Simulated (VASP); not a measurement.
# Hf5F (P-43m) in VASP: further runs

Runs on Hf5F. Level: PBE. Tasks: single point, relaxation of cell and atoms.

Program: VASP 6.6.1. These are calculated values, not measurements. Logs are shortened: lines on timing, memory, paths and dates and some standing lists are left out, and cuts for length are marked.

### 1 The cell of the first run

It takes space group P-43m (No. 215, cubic). Conventional cell: a = 5.054 Å, b = 5.054 Å, c = 5.054 Å, α = 90.00°, β = 90.00°, γ = 90.00°. Hf (site symmetry 3m) has 1 F at 1.53 Å within 2.0 Å. Within 3.8 Å of Hf (site symmetry -43m) lie 4 Hf at 2.85 Å. Within 2.0 Å of F (site symmetry -43m) lie 4 Hf at 1.53 Å.

The cell was generated, and may not be a known phase.

### 2 Single point, PBE

Input file INCAR:

```
PREC = Accurate ; ENCUT = 520
EDIFF = 1E-6 ; ISMEAR = 0
SIGMA = 0.1 ; LREAL = F
LASPH = T ; NELM = 60
ALGO = Normal ; ISIF = 2
LWAVE = F ; LCHARG = T
GGA = PE ; LELF = T
LVHAR = T ; NBANDS = 38
```

Input file KPOINTS:

```
regular mesh
0
Gamma
  4 4 4
```

Input file POSCAR:

```
Hf5F
1.0
    5.0540727900      0.0000000000      0.0000000000
    0.0000000000      5.0540727900      0.0000000000
    0.0000000000      0.0000000000      5.0540727900
Hf F
5 1
Direct
    0.3254794800      0.3254794800      0.3254794800
    0.6745205200      0.6745205200      0.3254794800
    0.6745205200      0.3254794800      0.6745205200
    0.3254794800      0.6745205200      0.6745205200
    0.0000000000      0.0000000000      0.0000000000
    0.5000000000      0.5000000000      0.5000000000
```

Potentials or basis: VASP PAW PBE potentials, release 64 (Hf_pv, F).

Launch:

```console
$ cat potpaw_PBE.64/Hf_pv/POTCAR potpaw_PBE.64/F/POTCAR > POTCAR
$ mpirun -np 1 vasp_std > vasp.out
```

OUTCAR:

```text
PREC = Accurate
   ENCUT = 520
   EDIFF = 1E-6
   ISMEAR = 0
   LREAL = F
   LASPH = T
   NELM = 60
   ISIF = 2
   GGA = PE

 ion  position               nearest neighbor table
   1  0.325  0.325  0.325-   6 1.53   3 2.49   4 2.49   2 2.49   5 2.85   3 3.73   4 3.73   2 3.73
                             4 3.73   2 3.73   3 3.73
   2  0.675  0.675  0.325-   6 1.53   3 2.49   4 2.49   1 2.49   5 2.85   4 3.73   1 3.73   3 3.73
                             1 3.73   3 3.73   4 3.73
   3  0.675  0.325  0.675-   6 1.53   2 2.49   4 2.49   1 2.49   5 2.85   4 3.73   1 3.73   2 3.73
                             1 3.73   2 3.73   4 3.73
   4  0.325  0.675  0.675-   6 1.53   2 2.49   3 2.49   1 2.49   5 2.85   3 3.73   1 3.73   2 3.73
                             1 3.73   2 3.73   3 3.73
   5  0.000  0.000  0.000-   1 2.85   2 2.85   3 2.85   4 2.85
   6  0.500  0.500  0.500-   1 1.53   2 1.53   3 1.53   4 1.53

  LATTYP: Found a simple cubic cell.
 ALAT       =     5.0540727900

  Lattice vectors:

 A1 = (   5.0540727900,   0.0000000000,   0.0000000000)
 A2 = (   0.0000000000,   5.0540727900,   0.0000000000)
 A3 = (   0.0000000000,   0.0000000000,   5.0540727900)

Analysis of symmetry for initial positions (statically):
=====================================================================
 Subroutine PRICEL returns:
 Original cell was already a primitive cell.

 Routine SETGRP: Setting up the symmetry group for a
 simple cubic supercell.

 Subroutine GETGRP returns: Found 24 space group operations
 (whereof 24 operations were pure point group operations)
 out of a pool of 48 trial point group operations.

The static configuration has the point symmetry T_d .

Analysis of symmetry for dynamics (positions and initial velocities):
=====================================================================
 Subroutine PRICEL returns:
 Original cell was already a primitive cell.

 Routine SETGRP: Setting up the symmetry group for a
 simple cubic supercell.

 Subroutine GETGRP returns: Found 24 space group operations
 (whereof 24 operations were pure point group operations)
 out of a pool of 48 trial point group operations.

The dynamic configuration has the point symmetry T_d .

 Subroutine INISYM returns: Found 24 space group operations
 (whereof 24 operations are pure point group operations),
 and found     1 'primitive' translations

----------------------------------------------------------------------------------------

                                     Primitive cell

  volume of cell :     129.0995

  direct lattice vectors                    reciprocal lattice vectors
     5.054072790  0.000000000  0.000000000     0.197860229  0.000000000  0.000000000
     0.000000000  5.054072790  0.000000000     0.000000000  0.197860229  0.000000000
     0.000000000  0.000000000  5.054072790     0.000000000  0.000000000  0.197860229

  length of vectors
     5.054072790  5.054072790  5.054072790     0.197860229  0.197860229  0.197860229

  position of ions in fractional coordinates (direct lattice)
     0.325479480  0.325479480  0.325479480
     0.674520520  0.674520520  0.325479480
     0.674520520  0.325479480  0.674520520
     0.325479480  0.674520520  0.674520520
     0.000000000  0.000000000  0.000000000
     0.500000000  0.500000000  0.500000000

  ion indices of the primitive-cell ions
   primitive index   ion index
                 1           1
                 2           2
                 3           3
                 4           4
                 5           5
                 6           6

----------------------------------------------------------------------------------------

 KPOINTS: regular mesh

Automatic generation of k-mesh.
 Grid dimensions read from file:
 generate k-points for:    4    4    4

 Generating k-lattice:

  Cartesian coordinates                     Fractional coordinates (reciprocal lattice)
     0.049465057  0.000000000  0.000000000     0.250000000  0.000000000  0.000000000
     0.000000000  0.049465057  0.000000000     0.000000000  0.250000000  0.000000000
     0.000000000  0.000000000  0.049465057     0.000000000  0.000000000  0.250000000

  Length of vectors
     0.049465057  0.049465057  0.049465057

  Shift w.r.t. Gamma in fractional coordinates (k-lattice)
     0.000000000  0.000000000  0.000000000

 Subroutine IBZKPT returns following result:
 ===========================================

 Found     10 irreducible k-points:

 Following reciprocal coordinates:
            Coordinates               Weight
  0.000000  0.000000  0.000000      1.000000
  0.250000  0.000000  0.000000      6.000000
  0.500000  0.000000  0.000000      3.000000
  0.250000  0.250000  0.000000     12.000000
  0.500000  0.250000  0.000000     12.000000
  0.500000  0.500000  0.000000      3.000000
  0.250000  0.250000  0.250000      8.000000
  0.500000  0.250000  0.250000     12.000000
  0.500000  0.500000  0.250000      6.000000
  0.500000  0.500000  0.500000      1.000000
   k-points           NKPTS =     10   k-points in BZ     NKDIM =     10   number of bands    NBANDS=     38
   number of dos      NEDOS =    301   number of ions     NIONS =      6
   total plane-waves  NPLWV =  64000
   dimension x,y,z NGX =    40 NGY =   40 NGZ =   40
   dimension x,y,z NGXF=    80 NGYF=   80 NGZF=   80
   ions per type =               5   1
   NGX,Y,Z   is equivalent  to a cutoff of  13.16, 13.16, 13.16 a.u.
   NGXF,Y,Z  is equivalent  to a cutoff of  26.31, 26.31, 26.31 a.u.
 SYSTEM =  unknown system
   PREC   = accura    normal or accurate (medium, high low for compatibility)
   ISTART =      0    job   : 0-new  1-cont  2-samecut
   ICHARG =      2    charge: 1-file 2-atom 10-const
   ISPIN  =      1    spin polarized calculation?
   LNONCOLLINEAR =      F non collinear calculations
   LSORBIT =      F    spin-orbit coupling
   LASPH  =      T    aspherical Exc in radial PAW
   ENCUT  =  520.0 eV  38.22 Ry    6.18 a.u.   9.40  9.40  9.40*2*pi/ulx,y,z
   NELM   =     60;   NELMIN=  2; NELMDL= -5     # of ELM steps
   EDIFF  = 0.1E-05   stopping-criterion for ELM
   LREAL  =      F    real-space projection
   EDIFFG = 0.1E-04   stopping-criterion for IOM
   NSW    =      0    number of steps for IOM
   IBRION =     -1    ionic relax: 0-MD 1-quasi-New 2-CG
   NFREE  =      0    steps in history (QN), initial steepest desc. (CG)
   ISIF   =      2    stress and relaxation
   ISYM   =      2    0-nonsym 1-usesym 2-fastsym
   POTIM  = 0.5000    time-step for ionic-motion
   TEBEG  =    0.0;   TEEND  =   0.0 temperature during run
   PSTRESS=    0.0 pullay stress
   NELECT =      57.0000    total number of electrons
   NUPDOWN=      -1.0000    fix difference up-down
   EMIN   =  10.00;   EMAX   =-10.00  energy-range for DOS
   EFERMI =   0.00;   METHOD = LEGACY
   ISMEAR =     0;   SIGMA  =   0.10  broadening in eV -4-tet -1-fermi 0-gaus
   EFERMI_NEDOS =   21; number of points for ismear=-14 and -15
   IALGO  =     38    algorithm
   IMIX   =      4    mixing-type and parameters
     AMIX     =   0.40;   BMIX     =  1.00
     AMIX_MAG =   1.60;   BMIX_MAG =  1.00
  volume/ion in A,a.u.               =      21.52       145.20
  Fermi-wavevector in a.u.,A,eV,Ry     =   1.246594  2.355721 21.143400  1.553996
  Thomas-Fermi vector in A             =   2.380764
   LORBIT       =      0    0 simple, 1 ext, 2 COOP (PROOUT), +10 PAW based schemes
   GGA     = PE    functional components
   LHFCALC =     F    Hartree Fock is set to
   AEXX    =    0.0000 exact exchange contribution
   IVDW    =     0    specifies the selected vdW correction
   LEPSILON=     F    determine dielectric tensor
   LRPA    =     F    only Hartree local field effects (RPA)
 non-spin polarized calculation
 Gauss-broadening in eV      SIGMA  =   0.10
  energy-cutoff  :      520.00
  volume of cell :      129.10
 maximum number of plane-waves:      3514
 NGX is ok and might be reduce to    40
   NGX = 19   NGY = 19   NGZ = 19

 number of electron      57.0000020 magnetization

 Free energy of the ion-electron system (eV)
  ---------------------------------------------------
  ext. energy  EPLUGINS =         0.00000000
  ---------------------------------------------------
  free energy    TOTEN  =       -16.47771002 eV

  energy without entropy =      -16.46211678  energy(sigma->0) =      -16.46991340

 E-fermi :   3.8869     XC(G=0): -10.5763

 val. band max:        3.8799894108   @ k =   0.5000   0.5000   0.5000
 cond. band min:       3.9127346218   @ k =   0.0000   0.0000   0.0000
 fundamental gap:      0.0327452110
 Fermi energy:         3.8869213134

 k-point     1 :       0.0000    0.0000    0.0000
  band No.  band energies     occupation
      1     -39.5069      2.00000
      2     -29.8073      2.00000
      3     -29.8073      2.00000
      4     -29.8073      2.00000
      5     -27.6305      2.00000
      6     -27.6305      2.00000
[... 30 lines left out ...]
     37       7.8353      0.00000
     38       7.8353      0.00000

 k-point     2 :       0.2500    0.0000    0.0000
  band No.  band energies     occupation
      1     -39.5070      2.00000
      2     -29.8095      2.00000
      3     -29.8095      2.00000
      4     -29.7974      2.00000
      5     -27.6461      2.00000
      6     -27.6349      2.00000
[... 30 lines left out ...]
     37       7.6128      0.00000
     38       7.6128      0.00000

 k-point     3 :       0.5000    0.0000    0.0000
  band No.  band energies     occupation
      1     -39.5070      2.00000
      2     -29.8115      2.00000
      3     -29.8115      2.00000
      4     -29.7873      2.00000
      5     -27.6614      2.00000
      6     -27.6392      2.00000
[... 30 lines left out ...]
     37       7.3780      0.00000
[... 207 lines left out ...]
 k-point     9 :       0.5000    0.5000    0.2500
  band No.  band energies     occupation
      1     -39.5056      2.00000
      2     -29.8166      2.00000
      3     -29.8166      2.00000
      4     -29.8112      2.00000
      5     -27.6431      2.00000
      6     -27.6376      2.00000
[... 30 lines left out ...]
     37       6.7933      0.00000
     38       7.1940      0.00000

 k-point    10 :       0.5000    0.5000    0.5000
  band No.  band energies     occupation
      1     -39.5049      2.00000
      2     -29.8224      2.00000
      3     -29.8224      2.00000
      4     -29.8224      2.00000
      5     -27.6276      2.00000
      6     -27.6276      2.00000
[... 30 lines left out ...]
     37       5.9234      0.00000
     38       6.7677      0.00000

------------------------ aborting loop because EDIFF is reached ----------------------------------------

  FORCE on cell =-STRESS in cart. coord.  units (eV):
  Direction    XX          YY          ZZ          XY          YZ          ZX
  --------------------------------------------------------------------------------------
  -------------------------------------------------------------------------------------
  Total       80.0622886     80.0622886     80.0622886     -0.0000000      0.0000000     -0.0000000
  in kB      993.6057716    993.6057716    993.6057716     -0.0000000      0.0000000     -0.0000000
  external PRESSURE =     993.6057716 kB  Pullay stress =       0.0000000 kB

 VOLUME and BASIS-vectors are now :
 -----------------------------------------------------------------------------
  energy-cutoff  :      520.00
  volume of cell :      129.10
      direct lattice vectors                 reciprocal lattice vectors
     5.054072790  0.000000000  0.000000000     0.197860229  0.000000000  0.000000000
     0.000000000  5.054072790  0.000000000     0.000000000  0.197860229  0.000000000
     0.000000000  0.000000000  5.054072790     0.000000000  0.000000000  0.197860229

 POSITION                                       TOTAL-FORCE (eV/Angst)
 -----------------------------------------------------------------------------------
      1.64500      1.64500      1.64500       -25.269102    -25.269102    -25.269102
      3.40908      3.40908      1.64500        25.269102     25.269102    -25.269102
      3.40908      1.64500      3.40908        25.269102    -25.269102     25.269102
      1.64500      3.40908      3.40908       -25.269102     25.269102     25.269102
      0.00000      0.00000      0.00000        -0.000000     -0.000000      0.000000
      2.52704      2.52704      2.52704        -0.000000      0.000000     -0.000000
 -----------------------------------------------------------------------------------
    total drift:                                0.000000      0.000000     -0.000000

  FREE ENERGIE OF THE ION-ELECTRON SYSTEM (eV)
  ---------------------------------------------------
  free  energy   TOTEN  =       -16.4777100162 eV

  energy  without entropy=      -16.4621167767  energy(sigma->0) =      -16.46991340
```

Run time: 28 s. Hardware: 1 thread of Intel Xeon 6975P-C (Granite Rapids), shared host; peak memory 0.25 GiB.

What came out:

```yaml
Free_energy: -16.4777 eV
Pressure: 99.4 GPa
Largest_force: 43.767 eV/Å
Band_gap_on_the_k_mesh: zero (an odd number of electrons rules out a gap without spin polarisation)
```

Forces in eV/Å, atoms in the order of the input:
```
Hf  -25.269 -25.269 -25.269
Hf   25.269  25.269 -25.269
Hf   25.269 -25.269  25.269
Hf  -25.269  25.269  25.269
Hf    0.000   0.000   0.000
F     0.000   0.000   0.000
```

Levels at points of the mesh, in eV from the Fermi level:
```csv
k point,band 25,band 26,band 27,band 28,band 29,band 30,band 31,band 32
"(0.00, 0.00, 0.00)",-1.93,0.03,0.03,0.13,0.78,0.78,0.78,2.15
"(0.50, 0.00, 0.00)",-1.08,-1.03,-0.52,-0.25,0.32,0.32,0.56,0.91
"(0.50, 0.50, 0.00)",-1.12,-1.12,-0.52,-0.45,0.38,0.38,0.66,0.83
"(0.50, 0.50, 0.50)",-0.84,-0.84,-0.82,-0.82,-0.01,-0.01,-0.01,0.60
```

Caveat: the cell stands under pressure; spin-orbit coupling is left out, which moves the levels of the heavy elements; forces of over 1 eV/Å act on the atoms, so gaps and moduli don't describe the material at rest.

### 3 Single point, PBE

This run uses another cell than the first one, of 24.50 Å³/atom.

Input file INCAR:

```
SYSTEM = Hf5F
  ALGO = Normal
  EDIFF = 1E-7
  ENCUT = 520
  GGA = PE
  ISIF = 2
  ISMEAR = 0
  LASPH = .TRUE.
  LCHARG = .FALSE.
  LREAL = .FALSE.
  LWAVE = .FALSE.
  NBANDS = 38
  NELM = 60
  PREC = Accurate
  SIGMA = 0.1
```

Input file KPOINTS:

```
k-points
0
G
  4 4 4
  0 0 0
```

Input file POSCAR:

```
Hf5F
1.0
    5.2779025006      0.0000000000      0.0000000000
    0.0000000000      5.2779025006      0.0000000000
    0.0000000000      0.0000000000      5.2779025006
Hf F
5 1
Direct
    0.2724868187      0.2724868187      0.2724868187
    0.7275131813      0.7275131813      0.2724868187
    0.7275131813      0.2724868187      0.7275131813
    0.2724868187      0.7275131813      0.7275131813
    0.0000000000      0.0000000000      0.0000000000
    0.5000000000      0.5000000000      0.5000000000
```

Potentials or basis: VASP PAW PBE potentials, release 64 (Hf_pv, F).

Launch:

```console
$ cat potpaw_PBE.64/Hf_pv/POTCAR potpaw_PBE.64/F/POTCAR > POTCAR
$ mpirun -np 1 vasp_std > vasp.out
```

OUTCAR:

```text
SYSTEM = Hf5F
   EDIFF = 1E-7
   ENCUT = 520
   GGA = PE
   ISIF = 2
   ISMEAR = 0
   LASPH = .TRUE.
   LREAL = .FALSE.
   NELM = 60
   PREC = Accurate

 ion  position               nearest neighbor table
   1  0.272  0.272  0.272-   6 2.08   5 2.49   4 3.40   2 3.40   3 3.40   3 3.75   4 3.75   2 3.75
                             4 3.75   2 3.75   3 3.75
   2  0.728  0.728  0.272-   6 2.08   5 2.49   4 3.40   1 3.40   3 3.40   4 3.75   1 3.75   3 3.75
                             1 3.75   3 3.75   4 3.75
   3  0.728  0.272  0.728-   6 2.08   5 2.49   4 3.40   1 3.40   2 3.40   4 3.75   1 3.75   2 3.75
[... 606 lines left out ...]
  Total       -0.7060853     -0.7060853     -0.7060853      0.0000000     -0.0000000      0.0000000
  in kB       -7.6945576     -7.6945576     -7.6945576      0.0000000     -0.0000000      0.0000000
  external PRESSURE =      -7.6945576 kB  Pullay stress =       0.0000000 kB

 VOLUME and BASIS-vectors are now :
 -----------------------------------------------------------------------------
  energy-cutoff  :      520.00
  volume of cell :      147.02
      direct lattice vectors                 reciprocal lattice vectors
     5.277902501  0.000000000  0.000000000     0.189469207  0.000000000  0.000000000
     0.000000000  5.277902501  0.000000000     0.000000000  0.189469207  0.000000000
     0.000000000  0.000000000  5.277902501     0.000000000  0.000000000  0.189469207

 POSITION                                       TOTAL-FORCE (eV/Angst)
 -----------------------------------------------------------------------------------
      1.43816      1.43816      1.43816         0.054208      0.054208      0.054208
      3.83974      3.83974      1.43816        -0.054208     -0.054208      0.054208
      3.83974      1.43816      3.83974        -0.054208      0.054208     -0.054208
      1.43816      3.83974      3.83974         0.054208     -0.054208     -0.054208
      0.00000      0.00000      0.00000         0.000000     -0.000000     -0.000000
      2.63895      2.63895      2.63895         0.000000     -0.000000      0.000000
 -----------------------------------------------------------------------------------
    total drift:                                0.000000      0.000000      0.000000

  FREE ENERGIE OF THE ION-ELECTRON SYSTEM (eV)
  ---------------------------------------------------
  free  energy   TOTEN  =       -45.9541671002 eV

  energy  without entropy=      -45.9443800821  energy(sigma->0) =      -45.94927359
```

stdout:

```text
POSCAR found type information on POSCAR HfF
 POSCAR found :  2 types and       6 ions
 scaLAPACK will be used
 LDA part: xc-table for (Slater+PW92), standard interpolation
 POSCAR, INCAR and KPOINTS ok, starting setup
 FFT: planning ... GRIDC
 FFT: planning ... GRID_SOFT
 FFT: planning ... GRID
 WAVECAR not read
 entering main loop
```

Run time: 39 s. Hardware: 1 thread of Intel Xeon 6975P-C (Granite Rapids), shared host; peak memory 0.25 GiB.

What came out:

| Quantity | Value |
| --- | --- |
| Free energy | -45.9542 eV |
| Pressure | -0.8 GPa |
| Largest force | 0.094 eV/Å |
| Band gap on the k mesh | zero (an odd number of electrons rules out a gap without spin polarisation) |

Forces on the atoms (eV/Å):
```
Hf   0.054  0.054  0.054
Hf  -0.054 -0.054  0.054
Hf  -0.054  0.054 -0.054
Hf   0.054 -0.054 -0.054
Hf   0.000  0.000  0.000
F    0.000  0.000  0.000
```

Levels at points of the mesh, in eV from the Fermi level:
| k point | band 24 | band 25 | band 26 | band 27 | band 28 | band 29 | band 30 | band 31 | band 32 | band 33 |
| --- | --- | --- | --- | --- | --- | --- | --- | --- | --- | --- |
| (0.00, 0.00, 0.00) | -2.36 | -2.36 | -0.49 | -0.47 | -0.47 | 0.72 | 0.72 | 0.72 | 1.51 | 1.51 |
| (0.50, 0.00, 0.00) | -1.59 | -1.32 | -1.08 | -0.91 | -0.73 | -0.30 | 0.18 | 0.42 | 0.42 | 1.06 |
| (0.50, 0.50, 0.00) | -1.86 | -0.99 | -0.99 | -0.95 | -0.89 | -0.17 | -0.17 | 0.41 | 0.73 | 0.73 |
| (0.50, 0.50, 0.50) | -1.52 | -1.52 | -1.17 | -1.17 | -1.17 | 0.14 | 0.14 | 0.14 | 0.71 | 0.71 |

Caveat: spin-orbit coupling is left out, which moves the levels of the heavy elements.

(Part 1 of 2 ends here.)

The gap in the log of VASP goes by the Fermi energy; the results here count the filled bands.